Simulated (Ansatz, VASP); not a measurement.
Sb: VASP beside Ansatz

File INCAR:

```
PREC = Accurate
ENCUT = 520
EDIFF = 1E-7
ISMEAR = 1
SIGMA = 0.1
LREAL = F
LASPH = T
NELM = 80
ALGO = Normal
ISIF = 2
LWAVE = F
LCHARG = F
GGA = PE
NBANDS = 12
```

Contents of KPOINTS:

```
regular mesh
0
Gamma
  9 9 9
```

File POSCAR:

```
Sb
1.0
    2.1879029667      1.2631863668      3.8431731385
   -2.1879029667      1.2631863668      3.8431731385
    0.0000000000     -2.5263727336      3.8431731385
Sb
2
Direct
    0.2326795448      0.2326795448      0.2326795448
    0.7673204552      0.7673204552      0.7673204552
```

Input for Ansatz:

```yaml
crystal:
  lattice:
    - [2.1879029667, 1.2631863668, 3.8431731385]
    - [-2.1879029667, 1.2631863668, 3.8431731385]
    - [0.0, -2.5263727336, 3.8431731385]
  atoms:
    - { symbol: Sb, position: [0.2326795448, 0.2326795448, 0.2326795448] }
    - { symbol: Sb, position: [0.7673204552, 0.7673204552, 0.7673204552] }
hamiltonian:
  xc: pbe
  pseudopotentials:
    kind: paw
    azcp:
      Sb: "pseudopotentials/Sb.paw.azcp"
basis:
  ecutwfc: 420
  fft_grid_basis: typed
kpoints:
  mp_grid: { grid: [9, 9, 9], shift: [0, 0, 0] }
magnetization:
  spin_polarized: false
scf:
  occupations: { method: methfessel_paxton, width: 0.1 }
  lower_state_search: "off"
output:
  stress: true
```

Alike in both runs: task single point; functional PBE; k mesh 9 × 9 × 9; occupations methfessel-paxton of order 1, width 0.1 eV; no spin polarisation.

```csv
,VASP,Ansatz
version,VASP 6.6.1,Ansatz 0.2.0
potentials or method,"VASP PAW PBE potentials, release 64 (Sb), cutoff 520 eV","plane waves (420 eV) with PAW, scalar-relativistic"
valence electrons in the cell,10,30
```

Ansatz gave:

- pressure (GPa): 0.0
- traceless stress, the component that is largest in VASP (GPa): -0.04

Problem. Estimate VASP's values.

Solution. Pressure (GPa): 0.1; traceless stress, the component that is largest in VASP (GPa): -0.07.

VASP's potentials hold 10 valence electrons a cell and Ansatz's 30, so a difference there can come from the potentials and not from the codes.

Neither program's run includes spin-orbit coupling.
